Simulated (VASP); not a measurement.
Wanted: the native input for a VASP 6.6.1 run.

```yaml
Task: single point
Functional: LDA
Potentials_or_basis: VASP PAW LDA potentials, release 64 (Zr_sv, B)
Cutoff: 520 eV
k_mesh: 18 × 18 × 18
Occupations: gaussian, width 0.15 eV
Spin: no spin polarisation
Dipole_correction: no
Further_INCAR_settings: ALGO = Normal; EDIFF = 1e-06; NBANDS = 14
```

The structure of ZrB lies in POSCAR:

```
ZrB
1.0
    0.0000000000      2.4647589302      2.3195846292
    2.4647589302      0.0000000000      2.3195846292
    2.4647589302      2.4647589302      0.0000000000
Zr B
1 1
Direct
    0.0000000000      0.0000000000      0.0000000000
    0.5000000000      0.5000000000      0.5000000000
```

This cell differs from its parent crystal: volume 14.092 Å^3 an atom, c/a of the conventional cell 0.9411.

These files were run (other wordings do the same):

INCAR

```
  PREC = Accurate
  ENCUT = 520
  EDIFF = 1E-6
  ISMEAR = 0
  SIGMA = 0.15
  LREAL = False
  LASPH = True
  NELM = 100
  ALGO = Normal
  ISIF = 2
  LWAVE = False
  LCHARG = False
  NBANDS = 14
```

KPOINTS

```
regular mesh
0
Gamma
  18 18 18
```

Potentials or basis: VASP PAW LDA potentials, release 64 (Zr_sv, B).

Run with:

```console
$ cat potpaw_LDA.64/Zr_sv/POTCAR potpaw_LDA.64/B/POTCAR > POTCAR
$ mpirun -np 1 vasp_std > vasp.out
```

It gave:

* Pressure: 1.3 GPa

Run time: 100 s on 1 thread of Intel(R) Xeon(R) Platinum 8488C (Sapphire Rapids), on a shared host, peak memory 0.3 GiB.
